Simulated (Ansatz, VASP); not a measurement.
## AgCl in VASP and in Ansatz

File INCAR:

```
PREC = Accurate
ENCUT = 520
EDIFF = 1E-8
ISMEAR = -1
SIGMA = 0.01
LREAL = F
LASPH = T
NELM = 60
ALGO = Normal
ISIF = 2
LWAVE = F
LCHARG = F
GGA = PS
LEFG = T
NBANDS = 16
```

KPOINTS

```
Automatic mesh
0
Gamma
  9 9 9
```

The input POSCAR:

```
AgCl
1.0
    3.4339730000      0.0000000000      0.0000000000
    0.0000000000      3.4339730000      0.0000000000
    0.0000000000      0.0000000000      3.3652935400
Ag Cl
1 1
Direct
    0.0000000000      0.0000000000      0.0000000000
    0.5000000000      0.5000000000      0.5000000000
```

Input for Ansatz:

```yaml
crystal:
  lattice:
    - [3.433973, 0.0, 0.0]
    - [0.0, 3.433973, 0.0]
    - [0.0, 0.0, 3.36529354]
  atoms:
    - { symbol: Ag, position: [0.0, 0.0, 0.0] }
    - { symbol: Cl, position: [0.5, 0.5, 0.5] }
kpoints:
  mp_grid: { grid: [9, 9, 9] }
scf:
  occupations: { method: fermi_dirac, width: 0.01 }
hamiltonian:
  xc: pbesol
  pseudopotentials: { kind: all_electron, datasets: crystal }
output:
  forces: true
  stress: true
  eigenvalues: true
  efg: { contact_densities: true }
```

Change from the starting cell: zz strain of -2 %, crystal datasets.

Alike in both runs: task electric field gradients; functional PBEsol; k mesh 9 × 9 × 9; occupations fermi-dirac, width 0.01 eV; no spin polarisation.

```csv
,VASP,Ansatz
version,VASP 6.6.1,Ansatz 0.2.0
potentials or method,"VASP PAW PBE potentials, release 64 (Ag, Cl), cutoff 520 eV","all-electron PAW with datasets made for the crystal, scalar-relativistic"
```

Ansatz gave:

| Item | Value |
| --- | --- |
| gap on the k mesh at the Fermi level (eV) | 0.42 |
| pressure (GPa) | -3.8 |
| traceless stress, the component that is largest in VASP (GPa) | 0.66 |
| size of Vzz on the site where it differs most (V/Å²) | 2.5 |

Task: Estimate VASP's values.

Result: gap on the k mesh at the Fermi level (eV): 0.42; pressure (GPa): -3.9; traceless stress, the component that is largest in VASP (GPa): 0.66; size of Vzz on the site where it differs most (V/Å²): 1.9.

VASP's potentials were made for PBE, not for PBEsol. Ansatz ran all-electron here, and VASP with PAW potentials.
